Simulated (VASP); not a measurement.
# Se (Fd-3m) in VASP: a series of runs

Runs on Se. Level: PBE. Tasks: single point.

Everything below comes from runs of VASP 6.6.1. Logs are shortened: lines on timing, memory, paths and dates and some standing lists are left out, and cuts for length are marked.

### Step 1. The cell of the first run

It takes space group Fd-3m (No. 227, cubic). The conventional cell has a = 6.160 Å, b = 6.160 Å, c = 6.160 Å, α = 90.00°, β = 90.00°, γ = 90.00°. Within 3.5 Å of Se (site symmetry -43m) lie 4 Se at 2.67 Å.

This isn't the form of Se at room conditions, which is trigonal, of chains.

### Step 2. Single point, PBE (29.22 Å³/atom)

INCAR

```
ALGO = Normal
EDIFF = 1E-6
ENCUT = 520
GGA = PE
ISIF = 2
ISMEAR = -1
LASPH = True
LCHARG = False
LREAL = False
LWAVE = False
NBANDS = 13
NELM = 60
PREC = Accurate
SIGMA = 0.1
```

KPOINTS

```
k-points
0
Gamma
  10 10 10
```

POSCAR

```
Se
1.0
    0.0000000000      3.0802343701      3.0802343701
    3.0802343701      0.0000000000      3.0802343701
    3.0802343701      3.0802343701      0.0000000000
Se
2
Direct
    0.1250000000      0.1250000000      0.1250000000
    0.8750000000      0.8750000000      0.8750000000
```

Potentials or basis: VASP PAW PBE potentials, release 64 (Se).

Command:

```
$ cat potpaw_PBE.64/Se/POTCAR > POTCAR
$ mpirun -np 1 vasp_std > vasp.out
```

OUTCAR:

```text
EDIFF = 1E-6
   ENCUT = 520
   GGA = PE
   ISIF = 2
   ISMEAR = -1
   LASPH = True
   LREAL = False
   NELM = 60
   PREC = Accurate

 ion  position               nearest neighbor table
   1  0.125  0.125  0.125-   2 2.67   2 2.67   2 2.67   2 2.67
   2  0.875  0.875  0.875-   1 2.67   1 2.67   1 2.67   1 2.67

  LATTYP: Found a face centered cubic cell.
 ALAT       =     6.1604687402

  Lattice vectors:

 A1 = (   0.0000000000,   3.0802343701,   3.0802343701)
 A2 = (   3.0802343701,   0.0000000000,   3.0802343701)
 A3 = (   3.0802343701,   3.0802343701,   0.0000000000)

Analysis of symmetry for initial positions (statically):
=====================================================================
 Subroutine PRICEL returns:
 Original cell was already a primitive cell.

 Routine SETGRP: Setting up the symmetry group for a
 face centered cubic supercell.

 Subroutine GETGRP returns: Found 48 space group operations
 (whereof 12 operations were pure point group operations)
 out of a pool of 48 trial point group operations.

The static configuration has the point symmetry D_3d.
 The point group associated with its full space group is O_h .

Analysis of symmetry for dynamics (positions and initial velocities):
=====================================================================
 Subroutine PRICEL returns:
 Original cell was already a primitive cell.

 Routine SETGRP: Setting up the symmetry group for a
 face centered cubic supercell.

 Subroutine GETGRP returns: Found 48 space group operations
 (whereof 12 operations were pure point group operations)
 out of a pool of 48 trial point group operations.

The dynamic configuration has the point symmetry D_3d.
 The point group associated with its full space group is O_h .

 Subroutine INISYM returns: Found 48 space group operations
 (whereof 12 operations are pure point group operations),
 and found     1 'primitive' translations

----------------------------------------------------------------------------------------

                                     Primitive cell

  volume of cell :      58.4496

  direct lattice vectors                    reciprocal lattice vectors
     0.000000000  3.080234370  3.080234370    -0.162325310  0.162325310  0.162325310
     3.080234370  0.000000000  3.080234370     0.162325310 -0.162325310  0.162325310
     3.080234370  3.080234370  0.000000000     0.162325310  0.162325310 -0.162325310

  length of vectors
     4.356109221  4.356109221  4.356109221     0.281155685  0.281155685  0.281155685

[... 89 lines left out ...]
   TEBEG  =    0.0;   TEEND  =   0.0 temperature during run
   PSTRESS=    0.0 pullay stress
   NELECT =      12.0000    total number of electrons
   NUPDOWN=      -1.0000    fix difference up-down
   EMIN   =  10.00;   EMAX   =-10.00  energy-range for DOS
   EFERMI =   0.00;   METHOD = LEGACY
   ISMEAR =    -1;   SIGMA  =   0.10  broadening in eV -4-tet -1-fermi 0-gaus
   EFERMI_NEDOS =   21; number of points for ismear=-14 and -15
   IALGO  =     38    algorithm
   IMIX   =      4    mixing-type and parameters
     AMIX     =   0.40;   BMIX     =  1.00
     AMIX_MAG =   1.60;   BMIX_MAG =  1.00
  volume/ion in A,a.u.               =      29.22       197.22
  Fermi-wavevector in a.u.,A,eV,Ry     =   0.965772  1.825045 12.690378  0.932716
  Thomas-Fermi vector in A             =   2.095518
   LORBIT       =      0    0 simple, 1 ext, 2 COOP (PROOUT), +10 PAW based schemes
   GGA     = PE    functional components
   LHFCALC =     F    Hartree Fock is set to
   AEXX    =    0.0000 exact exchange contribution
   IVDW    =     0    specifies the selected vdW correction
   LEPSILON=     F    determine dielectric tensor
   LRPA    =     F    only Hartree local field effects (RPA)
 non-spin polarized calculation
  energy-cutoff  :      520.00
  volume of cell :       58.45
 maximum number of plane-waves:      1596
   NGX = 17   NGY = 17   NGZ = 17

 number of electron      11.9999999 magnetization

 Free energy of the ion-electron system (eV)
  ---------------------------------------------------
  ext. energy  EPLUGINS =         0.00000000
  ---------------------------------------------------
  free energy    TOTEN  =        -5.96608884 eV

  energy without entropy =       -5.91159866  energy(sigma->0) =       -5.93884375

 E-fermi :   2.7464     XC(G=0):  -8.5036

 val. band max:        2.7244396929   @ k =   0.3000   0.0000   0.0000
 cond. band min:       2.7536288982   @ k =  -0.4000   0.2000   0.1000
 fundamental gap:      0.0291892053
 Fermi energy:         2.7464227942

 k-point     1 :       0.0000    0.0000    0.0000
  band No.  band energies     occupation
      1     -13.0594      2.00000
      2      -7.2687      2.00000
      3      -0.9360      2.00000
      4      -0.9360      2.00000
      5      -0.9360      2.00000
      6       1.8786      1.99966
      7       1.8786      1.99966
      8       1.8786      1.99966
      9       7.1274      0.00000
     10      10.3178      0.00000
     11      10.3178      0.00000
     12      12.3376      0.00000
     13      12.3376      0.00000
[... 354 lines left out ...]
  band No.  band energies     occupation
      1     -11.8876      2.00000
      2      -9.5569      2.00000
      3      -2.4258      2.00000
      4      -2.2752      2.00000
      5       0.5167      2.00000
      6       1.0775      2.00000
      7       4.3767      0.00000
      8       4.4024      0.00000
      9       8.0407      0.00000
     10      10.0328      0.00000
     11      11.9918      0.00000
     12      13.3407      0.00000
     13      13.6227      0.00000

 [... further k-points ...]

------------------------ aborting loop because EDIFF is reached ----------------------------------------

  FORCE on cell =-STRESS in cart. coord.  units (eV):
  Direction    XX          YY          ZZ          XY          YZ          ZX
  --------------------------------------------------------------------------------------
  -------------------------------------------------------------------------------------
  Total        1.4019878      1.4019878      1.4019878      0.0000000      0.0000000      0.0000000
  in kB       38.4302794     38.4302794     38.4302794      0.0000000      0.0000000      0.0000000
  external PRESSURE =      38.4302794 kB  Pullay stress =       0.0000000 kB

 VOLUME and BASIS-vectors are now :
 -----------------------------------------------------------------------------
  energy-cutoff  :      520.00
  volume of cell :       58.45
      direct lattice vectors                 reciprocal lattice vectors
     0.000000000  3.080234370  3.080234370    -0.162325310  0.162325310  0.162325310
     3.080234370  0.000000000  3.080234370     0.162325310 -0.162325310  0.162325310
     3.080234370  3.080234370  0.000000000     0.162325310  0.162325310 -0.162325310

 POSITION                                       TOTAL-FORCE (eV/Angst)
 -----------------------------------------------------------------------------------
      0.77006      0.77006      0.77006        -0.000000     -0.000000      0.000000
      5.39041      5.39041      5.39041         0.000000      0.000000     -0.000000
 -----------------------------------------------------------------------------------
    total drift:                                0.000000      0.000000     -0.000000

  FREE ENERGIE OF THE ION-ELECTRON SYSTEM (eV)
  ---------------------------------------------------
  free  energy   TOTEN  =        -5.9660888351 eV

  energy  without entropy=       -5.9115986634  energy(sigma->0) =       -5.93884375
```

It took 32 s on 1 thread of Intel Xeon 8259CL, shared host; peak memory 0.18 GiB.

What came out:

```yaml
Free_energy: -5.9661 eV
Pressure: 3.8 GPa
Band_gap_on_the_k_mesh: zero (bands 6 and 7 overlap by 1.15 eV)
```

Caveat: the cell stands under pressure.

### Step 3. Single point, PBE (30.50 Å³/atom)

This run uses another cell than the first one, of 30.50 Å³/atom.

INCAR

```
PREC     = Accurate       # precision mode
ENCUT    = 520            # plane-wave cutoff, eV
EDIFF    = 1E-6           # SCF threshold, eV
ISMEAR   = -1             # smearing method
SIGMA    = 0.1            # smearing width, eV
LREAL    = F              # projectors in reciprocal space
LASPH    = T              # aspherical terms in the spheres
NELM     = 100            # most SCF steps
ALGO     = Normal         # electronic algorithm
ISIF     = 2              # what is computed and relaxed
LWAVE    = F              # write WAVECAR
LCHARG   = T              # write CHGCAR
GGA      = PE             # functional
LELF     = T              # ELF
LVHAR    = T            
NBANDS   = 13             # bands
```

KPOINTS

```
Automatic mesh
0
Gamma
  10 10 10
```

POSCAR

```
Se
1.0
    0.0000000000      3.1242436641      3.1242436641
    3.1242436641      0.0000000000      3.1242436641
    3.1242436641      3.1242436641      0.0000000000
Se
2
Direct
    0.1250000000      0.1250000000      0.1250000000
    0.8750000000      0.8750000000      0.8750000000
```

Potentials or basis: VASP PAW PBE potentials, release 64 (Se).

Command:

```
$ cat potpaw_PBE.64/Se/POTCAR > POTCAR
$ mpirun -np 1 vasp_std > vasp.out
```

OUTCAR:

```text
PREC = Accurate
   ENCUT = 520
   EDIFF = 1E-6
   ISMEAR = -1
   LREAL = F
   LASPH = T
   NELM = 100
   ISIF = 2
   GGA = PE

 ion  position               nearest neighbor table
   1  0.125  0.125  0.125-   2 2.71   2 2.71   2 2.71   2 2.71
   2  0.875  0.875  0.875-   1 2.71   1 2.71   1 2.71   1 2.71

  LATTYP: Found a face centered cubic cell.
 ALAT       =     6.2484873282

  Lattice vectors:

 A1 = (   0.0000000000,   3.1242436641,   3.1242436641)
 A2 = (   3.1242436641,   0.0000000000,   3.1242436641)
 A3 = (   3.1242436641,   3.1242436641,   0.0000000000)

Analysis of symmetry for initial positions (statically):
=====================================================================
 Subroutine PRICEL returns:
 Original cell was already a primitive cell.

 Routine SETGRP: Setting up the symmetry group for a
 face centered cubic supercell.

 Subroutine GETGRP returns: Found 48 space group operations
 (whereof 12 operations were pure point group operations)
 out of a pool of 48 trial point group operations.

The static configuration has the point symmetry D_3d.
 The point group associated with its full space group is O_h .

Analysis of symmetry for dynamics (positions and initial velocities):
=====================================================================
 Subroutine PRICEL returns:
 Original cell was already a primitive cell.

 Routine SETGRP: Setting up the symmetry group for a
 face centered cubic supercell.

 Subroutine GETGRP returns: Found 48 space group operations
 (whereof 12 operations were pure point group operations)
 out of a pool of 48 trial point group operations.

The dynamic configuration has the point symmetry D_3d.
 The point group associated with its full space group is O_h .

 Subroutine INISYM returns: Found 48 space group operations
 (whereof 12 operations are pure point group operations),
 and found     1 'primitive' translations

----------------------------------------------------------------------------------------

                                     Primitive cell

  volume of cell :      60.9909

  direct lattice vectors                    reciprocal lattice vectors
     0.000000000  3.124243664  3.124243664    -0.160038734  0.160038734  0.160038734
     3.124243664  0.000000000  3.124243664     0.160038734 -0.160038734  0.160038734
     3.124243664  3.124243664  0.000000000     0.160038734  0.160038734 -0.160038734

  length of vectors
     4.418347762  4.418347762  4.418347762     0.277195218  0.277195218  0.277195218

  position of ions in fractional coordinates (direct lattice)
     0.125000000  0.125000000  0.125000000
     0.875000000  0.875000000  0.875000000

  ion indices of the primitive-cell ions
   primitive index   ion index
                 1           1
                 2           2

----------------------------------------------------------------------------------------

 KPOINTS: Automatic mesh

Automatic generation of k-mesh.
 Grid dimensions read from file:
 generate k-points for:   10   10   10

 Generating k-lattice:

  Cartesian coordinates                     Fractional coordinates (reciprocal lattice)
    -0.016003873  0.016003873  0.016003873     0.100000000  0.000000000  0.000000000
     0.016003873 -0.016003873  0.016003873     0.000000000  0.100000000  0.000000000
     0.016003873  0.016003873 -0.016003873     0.000000000  0.000000000  0.100000000

  Length of vectors
     0.027719522  0.027719522  0.027719522

  Shift w.r.t. Gamma in fractional coordinates (k-lattice)
     0.000000000  0.000000000  0.000000000

 Subroutine IBZKPT returns following result:
 ===========================================

 Found     47 irreducible k-points:

 Following reciprocal coordinates:
            Coordinates               Weight
  0.000000  0.000000  0.000000      1.000000
  0.100000  0.000000  0.000000      8.000000
  0.200000  0.000000  0.000000      8.000000
  0.300000  0.000000  0.000000      8.000000
  0.400000  0.000000  0.000000      8.000000
  0.500000  0.000000  0.000000      4.000000
[... 16 lines left out ...]
  0.300000  0.300000  0.000000      6.000000
  0.400000  0.300000  0.000000     24.000000
 [... further k-points ...]
   k-points           NKPTS =     47   k-points in BZ     NKDIM =     47   number of bands    NBANDS=     13
   number of dos      NEDOS =    301   number of ions     NIONS =      2
   total plane-waves  NPLWV =  46656
   dimension x,y,z NGX =    36 NGY =   36 NGZ =   36
   dimension x,y,z NGXF=    72 NGYF=   72 NGZF=   72
   ions per type =               2
   NGX,Y,Z   is equivalent  to a cutoff of  13.55, 13.55, 13.55 a.u.
   NGXF,Y,Z  is equivalent  to a cutoff of  27.09, 27.09, 27.09 a.u.
 SYSTEM =  unknown system
   PREC   = accura    normal or accurate (medium, high low for compatibility)
   ISTART =      0    job   : 0-new  1-cont  2-samecut
   ICHARG =      2    charge: 1-file 2-atom 10-const
   ISPIN  =      1    spin polarized calculation?
   LNONCOLLINEAR =      F non collinear calculations
   LSORBIT =      F    spin-orbit coupling
   LASPH  =      T    aspherical Exc in radial PAW
   ENCUT  =  520.0 eV  38.22 Ry    6.18 a.u.   8.22  8.22  8.22*2*pi/ulx,y,z
   NELM   =    100;   NELMIN=  2; NELMDL= -5     # of ELM steps
   EDIFF  = 0.1E-05   stopping-criterion for ELM
   LREAL  =      F    real-space projection
[... 7 lines left out ...]
   TEBEG  =    0.0;   TEEND  =   0.0 temperature during run
   PSTRESS=    0.0 pullay stress
   NELECT =      12.0000    total number of electrons
   NUPDOWN=      -1.0000    fix difference up-down
   EMIN   =  10.00;   EMAX   =-10.00  energy-range for DOS
   EFERMI =   0.00;   METHOD = LEGACY
   ISMEAR =    -1;   SIGMA  =   0.10  broadening in eV -4-tet -1-fermi 0-gaus
   EFERMI_NEDOS =   21; number of points for ismear=-14 and -15
   IALGO  =     38    algorithm
   IMIX   =      4    mixing-type and parameters
     AMIX     =   0.40;   BMIX     =  1.00
     AMIX_MAG =   1.60;   BMIX_MAG =  1.00
  volume/ion in A,a.u.               =      30.50       205.79
  Fermi-wavevector in a.u.,A,eV,Ry     =   0.952168  1.799337 12.335373  0.906624
  Thomas-Fermi vector in A             =   2.080706
   LORBIT       =      0    0 simple, 1 ext, 2 COOP (PROOUT), +10 PAW based schemes
   GGA     = PE    functional components
   LHFCALC =     F    Hartree Fock is set to
   AEXX    =    0.0000 exact exchange contribution
   IVDW    =     0    specifies the selected vdW correction
   LEPSILON=     F    determine dielectric tensor
   LRPA    =     F    only Hartree local field effects (RPA)
 non-spin polarized calculation
  energy-cutoff  :      520.00
  volume of cell :       60.99
 maximum number of plane-waves:      1676
 NGX is ok and might be reduce to    36
   NGX = 17   NGY = 17   NGZ = 17

 number of electron      12.0000001 magnetization

 Free energy of the ion-electron system (eV)
  ---------------------------------------------------
  ext. energy  EPLUGINS =         0.00000000
  ---------------------------------------------------
  free energy    TOTEN  =        -6.00957460 eV

  energy without entropy =       -5.95429253  energy(sigma->0) =       -5.98193357

 E-fermi :   2.3574     XC(G=0):  -8.3201

 val. band max:        2.3273788491   @ k =   0.2000   0.1000   0.0000
 cond. band min:       2.3590097353   @ k =  -0.4000   0.2000   0.1000
 fundamental gap:      0.0316308863
 Fermi energy:         2.3574383292

 k-point     1 :       0.0000    0.0000    0.0000
  band No.  band energies     occupation
      1     -13.1452      2.00000
      2      -7.7874      2.00000
      3      -1.1671      2.00000
      4      -1.1671      2.00000
      5      -1.1671      2.00000
      6       1.5567      1.99933
      7       1.5567      1.99933
      8       1.5567      1.99933
      9       6.7569      0.00000
     10       9.9829      0.00000
     11       9.9829      0.00000
     12      11.9394      0.00000
     13      11.9394      0.00000
[... 353 lines left out ...]
 k-point    24 :       0.4000    0.3000    0.0000
  band No.  band energies     occupation
      1     -12.0418      2.00000
      2      -9.8633      2.00000
      3      -2.5771      2.00000
      4      -2.4362      2.00000
      5       0.1730      2.00000
      6       0.7705      2.00000
      7       3.8968      0.00000
      8       3.9291      0.00000
      9       7.7154      0.00000
     10       9.5605      0.00000
     11      11.5946      0.00000
     12      12.8875      0.00000
     13      13.0939      0.00000

 [... further k-points ...]

------------------------ aborting loop because EDIFF is reached ----------------------------------------

  FORCE on cell =-STRESS in cart. coord.  units (eV):
  Direction    XX          YY          ZZ          XY          YZ          ZX
  --------------------------------------------------------------------------------------
  -------------------------------------------------------------------------------------
  Total        0.6554876      0.6554876      0.6554876     -0.0000000     -0.0000000      0.0000000
  in kB       17.2190973     17.2190973     17.2190973     -0.0000000     -0.0000000      0.0000000
  external PRESSURE =      17.2190973 kB  Pullay stress =       0.0000000 kB

 VOLUME and BASIS-vectors are now :
 -----------------------------------------------------------------------------
  energy-cutoff  :      520.00
  volume of cell :       60.99
      direct lattice vectors                 reciprocal lattice vectors
     0.000000000  3.124243664  3.124243664    -0.160038734  0.160038734  0.160038734
     3.124243664  0.000000000  3.124243664     0.160038734 -0.160038734  0.160038734
     3.124243664  3.124243664  0.000000000     0.160038734  0.160038734 -0.160038734

 POSITION                                       TOTAL-FORCE (eV/Angst)
 -----------------------------------------------------------------------------------
      0.78106      0.78106      0.78106         0.000000      0.000000      0.000000
      5.46743      5.46743      5.46743        -0.000000     -0.000000     -0.000000
 -----------------------------------------------------------------------------------
    total drift:                               -0.000000      0.000000      0.000000

  FREE ENERGIE OF THE ION-ELECTRON SYSTEM (eV)
  ---------------------------------------------------
  free  energy   TOTEN  =        -6.0095745999 eV

  energy  without entropy=       -5.9542925330  energy(sigma->0) =       -5.98193357
```

Wall time 58 s (1 thread of Intel Xeon 8259CL, shared host); peak memory 0.21 GiB.

What came out:

```yaml
Free_energy: -6.0096 eV
Pressure: 1.7 GPa
Band_gap_on_the_k_mesh: zero (bands 6 and 7 overlap by 1.10 eV)
```

(Part 1 of 2 ends here.)

The gap in the log of VASP goes by the Fermi energy; the results here count the filled bands.